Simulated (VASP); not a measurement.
# SiC (rocksalt type) (Fm-3m) in VASP: notebook, part 3 of 3

VASP 6.6.1.

## (5) Single point, PBE

This run uses another cell than the first one, of 8.36 Å³/atom, 1.282 times its volume.

The input, INCAR:

```
SYSTEM = SiC
PREC     = Accurate       ! precision mode
ENCUT    = 520            ! plane-wave cutoff, eV
EDIFF    = 1E-7           ! SCF threshold, eV
ISMEAR   = -1             ! smearing method
SIGMA    = 0.1            ! smearing width, eV
LREAL    = .False.        ! projectors in reciprocal space
LASPH    = .True.         ! aspherical terms in the spheres
NELM     = 80             ! most SCF steps
ALGO     = Normal         ! electronic algorithm
ISIF     = 2              ! what is computed and relaxed
LWAVE    = .False.        ! write WAVECAR
LCHARG   = .False.        ! write CHGCAR
GGA      = PE             ! functional
NBANDS   = 11             ! bands
```

The input, KPOINTS:

```
Automatic mesh
0
Gamma
  16 16 16
  0 0 0
```

The input, POSCAR:

```
SiC
1.0
    0.0000000000      2.0292411945      2.0292411945
    2.0292411945      0.0000000000      2.0292411945
    2.0292411945      2.0292411945      0.0000000000
Si C
1 1
Direct
    0.0000000000      0.0000000000      0.0000000000
    0.5000000000      0.5000000000      0.5000000000
```

Potentials or basis: VASP PAW PBE potentials, release 64 (Si, C).

Launch:

```sh
$ cat potpaw_PBE.64/Si/POTCAR potpaw_PBE.64/C/POTCAR > POTCAR
$ mpirun -np 1 vasp_std > vasp.out
```

OUTCAR:

```text
SYSTEM = SiC
   PREC = Accurate
   ENCUT = 520
   EDIFF = 1E-7
   ISMEAR = -1
   LREAL = .False.
   LASPH = .True.
   NELM = 80
   ISIF = 2
   GGA = PE

 ion  position               nearest neighbor table
   1  0.000  0.000  0.000-   2 2.03   2 2.03   2 2.03   2 2.03   2 2.03   2 2.03
   2  0.500  0.500  0.500-   1 2.03   1 2.03   1 2.03   1 2.03   1 2.03   1 2.03

  LATTYP: Found a face centered cubic cell.
 ALAT       =     4.0584823890

  Lattice vectors:

 A1 = (   0.0000000000,   2.0292411945,   2.0292411945)
 A2 = (   2.0292411945,   0.0000000000,   2.0292411945)
 A3 = (   2.0292411945,   2.0292411945,   0.0000000000)

Analysis of symmetry for initial positions (statically):
=====================================================================
 Subroutine PRICEL returns:
 Original cell was already a primitive cell.

 Routine SETGRP: Setting up the symmetry group for a
 face centered cubic supercell.

 Subroutine GETGRP returns: Found 48 space group operations
 (whereof 48 operations were pure point group operations)
 out of a pool of 48 trial point group operations.

The static configuration has the point symmetry O_h .

Analysis of symmetry for dynamics (positions and initial velocities):
=====================================================================
 Subroutine PRICEL returns:
 Original cell was already a primitive cell.

 Routine SETGRP: Setting up the symmetry group for a
 face centered cubic supercell.

 Subroutine GETGRP returns: Found 48 space group operations
 (whereof 48 operations were pure point group operations)
 out of a pool of 48 trial point group operations.

The dynamic configuration has the point symmetry O_h .

 Subroutine INISYM returns: Found 48 space group operations
 (whereof 48 operations are pure point group operations),
 and found     1 'primitive' translations

----------------------------------------------------------------------------------------

                                     Primitive cell

  volume of cell :      16.7121

  direct lattice vectors                    reciprocal lattice vectors
     0.000000000  2.029241194  2.029241194    -0.246397521  0.246397521  0.246397521
     2.029241194  0.000000000  2.029241194     0.246397521 -0.246397521  0.246397521
     2.029241194  2.029241194  0.000000000     0.246397521  0.246397521 -0.246397521

  length of vectors
     2.869780419  2.869780419  2.869780419     0.426773025  0.426773025  0.426773025

  position of ions in fractional coordinates (direct lattice)
     0.000000000  0.000000000  0.000000000
     0.500000000  0.500000000  0.500000000

  ion indices of the primitive-cell ions
   primitive index   ion index
                 1           1
                 2           2

----------------------------------------------------------------------------------------

 KPOINTS: Automatic mesh

Automatic generation of k-mesh.
 Grid dimensions read from file:
 generate k-points for:   16   16   16

 Generating k-lattice:

  Cartesian coordinates                     Fractional coordinates (reciprocal lattice)
    -0.015399845  0.015399845  0.015399845     0.062500000  0.000000000  0.000000000
     0.015399845 -0.015399845  0.015399845     0.000000000  0.062500000  0.000000000
     0.015399845  0.015399845 -0.015399845     0.000000000  0.000000000  0.062500000

  Length of vectors
     0.026673314  0.026673314  0.026673314

  Shift w.r.t. Gamma in fractional coordinates (k-lattice)
     0.000000000  0.000000000  0.000000000

 Subroutine IBZKPT returns following result:
 ===========================================

 Found    145 irreducible k-points:

 Following reciprocal coordinates:
            Coordinates               Weight
  0.000000  0.000000  0.000000      1.000000
  0.062500  0.000000  0.000000      8.000000
  0.125000  0.000000  0.000000      8.000000
  0.187500  0.000000  0.000000      8.000000
  0.250000  0.000000  0.000000      8.000000
  0.312500  0.000000  0.000000      8.000000
[... 16 lines left out ...]
 -0.125000  0.062500  0.000000     24.000000
 -0.062500  0.062500  0.000000     12.000000
 [... further k-points ...]
   k-points           NKPTS =    145   k-points in BZ     NKDIM =    145   number of bands    NBANDS=     11
   number of dos      NEDOS =    301   number of ions     NIONS =      2
   total plane-waves  NPLWV =  13824
   dimension x,y,z NGX =    24 NGY =   24 NGZ =   24
   dimension x,y,z NGXF=    48 NGYF=   48 NGZF=   48
   ions per type =               1   1
   NGX,Y,Z   is equivalent  to a cutoff of  13.90, 13.90, 13.90 a.u.
   NGXF,Y,Z  is equivalent  to a cutoff of  27.81, 27.81, 27.81 a.u.
 SYSTEM =  SiC
   PREC   = accura    normal or accurate (medium, high low for compatibility)
   ISTART =      0    job   : 0-new  1-cont  2-samecut
   ICHARG =      2    charge: 1-file 2-atom 10-const
   ISPIN  =      1    spin polarized calculation?
   LNONCOLLINEAR =      F non collinear calculations
   LSORBIT =      F    spin-orbit coupling
   LASPH  =      T    aspherical Exc in radial PAW
   ENCUT  =  520.0 eV  38.22 Ry    6.18 a.u.   5.34  5.34  5.34*2*pi/ulx,y,z
   NELM   =     80;   NELMIN=  2; NELMDL= -5     # of ELM steps
   EDIFF  = 0.1E-06   stopping-criterion for ELM
   LREAL  =      F    real-space projection
   EDIFFG = 0.1E-05   stopping-criterion for IOM
   NSW    =      0    number of steps for IOM
   IBRION =     -1    ionic relax: 0-MD 1-quasi-New 2-CG
   NFREE  =      0    steps in history (QN), initial steepest desc. (CG)
   ISIF   =      2    stress and relaxation
   ISYM   =      2    0-nonsym 1-usesym 2-fastsym
   POTIM  = 0.5000    time-step for ionic-motion
   TEBEG  =    0.0;   TEEND  =   0.0 temperature during run
   PSTRESS=    0.0 pullay stress
   NELECT =       8.0000    total number of electrons
   NUPDOWN=      -1.0000    fix difference up-down
   EMIN   =  10.00;   EMAX   =-10.00  energy-range for DOS
   EFERMI =   0.00;   METHOD = LEGACY
   ISMEAR =    -1;   SIGMA  =   0.10  broadening in eV -4-tet -1-fermi 0-gaus
   EFERMI_NEDOS =   21; number of points for ismear=-14 and -15
   IALGO  =     38    algorithm
   IMIX   =      4    mixing-type and parameters
     AMIX     =   0.40;   BMIX     =  1.00
     AMIX_MAG =   1.60;   BMIX_MAG =  1.00
  volume/ion in A,a.u.               =       8.36        56.39
  Fermi-wavevector in a.u.,A,eV,Ry     =   1.280642  2.420063 22.314161  1.640045
  Thomas-Fermi vector in A             =   2.413058
   LORBIT       =      0    0 simple, 1 ext, 2 COOP (PROOUT), +10 PAW based schemes
   GGA     = PE    functional components
   LHFCALC =     F    Hartree Fock is set to
   AEXX    =    0.0000 exact exchange contribution
   IVDW    =     0    specifies the selected vdW correction
   LEPSILON=     F    determine dielectric tensor
   LRPA    =     F    only Hartree local field effects (RPA)
 non-spin polarized calculation
  energy-cutoff  :      520.00
  volume of cell :       16.71
 maximum number of plane-waves:       464
 NGX is ok and might be reduce to    24
   NGX = 11   NGY = 11   NGZ = 11

 number of electron       8.0000000 magnetization

 Free energy of the ion-electron system (eV)
  ---------------------------------------------------
  ext. energy  EPLUGINS =         0.00000000
  ---------------------------------------------------
  free energy    TOTEN  =       -13.58024836 eV

  energy without entropy =      -13.57042103  energy(sigma->0) =      -13.57533470

 E-fermi :  12.2484     XC(G=0): -12.6648

 val. band max:       12.2284928188   @ k =   0.0625   0.0000   0.0000
 cond. band min:      12.2876154962   @ k =   0.0000   0.0000   0.0000
 fundamental gap:      0.0591226775
 Fermi energy:        12.2483522057

 k-point     1 :       0.0000    0.0000    0.0000
  band No.  band energies     occupation
      1      -6.0955      2.00000
      2      12.2876      0.80617
      3      12.2876      0.80617
      4      12.2876      0.80617
      5      19.6296      0.00000
      6      21.2306      0.00000
      7      21.2306      0.00000
      8      21.2306      0.00000
      9      24.9112      0.00000
     10      24.9112      0.00000
     11      24.9112      0.00000
[... 309 lines left out ...]
 k-point    24 :      -0.0625    0.0625    0.0000
  band No.  band energies     occupation
      1      -5.8435      2.00000
      2      11.1941      1.99995
      3      11.6901      1.99250
      4      12.3396      0.57296
      5      20.0586      0.00000
      6      20.7325      0.00000
      7      21.5050      0.00000
      8      21.8442      0.00000
      9      22.2777      0.00000
     10      23.7641      0.00000
     11      25.2093      0.00000

 [... further k-points ...]

------------------------ aborting loop because EDIFF is reached ----------------------------------------

  FORCE on cell =-STRESS in cart. coord.  units (eV):
  Direction    XX          YY          ZZ          XY          YZ          ZX
  --------------------------------------------------------------------------------------
  -------------------------------------------------------------------------------------
  Total        0.0204711      0.0204711      0.0204711      0.0000000      0.0000000     -0.0000000
  in kB        1.9625523      1.9625523      1.9625523      0.0000000      0.0000000     -0.0000000
  external PRESSURE =       1.9625523 kB  Pullay stress =       0.0000000 kB

 VOLUME and BASIS-vectors are now :
 -----------------------------------------------------------------------------
  energy-cutoff  :      520.00
  volume of cell :       16.71
      direct lattice vectors                 reciprocal lattice vectors
     0.000000000  2.029241194  2.029241194    -0.246397521  0.246397521  0.246397521
     2.029241194  0.000000000  2.029241194     0.246397521 -0.246397521  0.246397521
     2.029241194  2.029241194  0.000000000     0.246397521  0.246397521 -0.246397521

 POSITION                                       TOTAL-FORCE (eV/Angst)
 -----------------------------------------------------------------------------------
      0.00000      0.00000      0.00000        -0.000000     -0.000000      0.000000
      2.02924      2.02924      2.02924         0.000000      0.000000     -0.000000
 -----------------------------------------------------------------------------------
    total drift:                               -0.000000     -0.000000      0.000000

  FREE ENERGIE OF THE ION-ELECTRON SYSTEM (eV)
  ---------------------------------------------------
  free  energy   TOTEN  =       -13.5802483639 eV

  energy  without entropy=      -13.5704210317  energy(sigma->0) =      -13.57533470
```

Wall time 54 s (1 thread of AMD EPYC 7R13, shared host); peak memory 0.12 GiB.

What came out:

| Property | Result |
| --- | --- |
| Free energy | -13.5802 eV |
| Pressure | 0.2 GPa |
| Band gap on the k mesh | zero (band 4 reaches 12.36 eV, above the bottom of band 5 at 11.30 eV) |

## (6) The runs side by side

| cell | k mesh | gap on the mesh (eV) | pressure (GPa) |
| --- | --- | --- | --- |
| a = 2.642 Å, angles 60.0°, 2 atoms | 17 × 17 × 17 | 0.91 | 104.4 |
| a = 2.648 Å, angles 60.0°, 2 atoms | 17 × 17 × 17 | 0.85 | 99.8 |
| a = 2.870 Å, angles 60.0°, 2 atoms | 16 × 16 × 16 | none | 0.2 |

Alike in all rows: task single point; level PBE; potentials or basis VASP PAW PBE potentials, release 64 (Si, C); no spin polarisation; cutoff (eV) 520; smearing fermi-dirac 0.1 eV.

Total energies depend on the potentials used, so only differences within one code and one set of settings carry meaning.
